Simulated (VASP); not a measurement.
A run of VASP 6.6.1 is set up as follows.

The input POSCAR:

```
WSe2
1.0
    1.6510739551      0.9532479924      6.5796479690
   -1.6510739551      0.9532479924      6.5796479690
    0.0000000000     -1.9064959848      6.5796479690
W Se
1 2
Direct
   -0.0000183143     -0.0000183143     -0.0000183143
    0.4176504313      0.4176504313      0.4176504313
    0.2490345496      0.2490345496      0.2490345496
```

INCAR.step1

```
SYSTEM = WSe2
PREC = Accurate ; ENCUT = 520
ISMEAR = 0 ; SIGMA = 0.01
LREAL = .FALSE. ; LASPH = .TRUE.
NELM = 80 ; NBANDS = 20
GGA = PE ; ALGO = Normal
EDIFF = 1E-4 ; LWAVE = .TRUE.
LCHARG = .FALSE.
```

Contents of INCAR.step2:

```
SYSTEM = WSe2
PREC = Accurate ; ENCUT = 520
EDIFF = 1E-6 ; ISMEAR = 0
SIGMA = 0.01 ; LREAL = .FALSE.
LASPH = .TRUE. ; NELM = 80
ALGO = Normal ; ISIF = 2
LWAVE = .FALSE. ; LCHARG = .TRUE.
METAGGA = R2SCAN ; LMIXTAU = .TRUE.
LELF = .TRUE. ; LVHAR = .TRUE.
NBANDS = 20 ; ISTART = 1
```

File KPOINTS:

```
Automatic mesh
0
G
  10 10 10
  0 0 0
```

Potentials or basis: VASP PAW PBE potentials, release 64 (W_sv, Se).

Command:

```console
$ cat potpaw_PBE.64/W_sv/POTCAR potpaw_PBE.64/Se/POTCAR > POTCAR
$ cp INCAR.step1 INCAR
$ mpirun -np 1 vasp_std > vasp.out
$ cp INCAR.step2 INCAR
$ mpirun -np 1 vasp_std > vasp.out
```

Task: Estimate the pressure.

Result: 1.6 GPa.

Task: Estimate the band gap on the k mesh.

Result: 1.20 eV (least direct gap 1.97 eV).

Task: Estimate the largest force.

Result: 0.006 eV/Å.

Stress tensor (GPa, compression positive):
```
1.66 0.00 0.00
0.00 1.66 0.00
0.00 0.00 1.56
```

Caveat: the PAW data sets were made with another functional, which shifts forces and pressure a little; spin-orbit coupling is left out, which moves the levels of the heavy elements. A k mesh can miss the band edges.
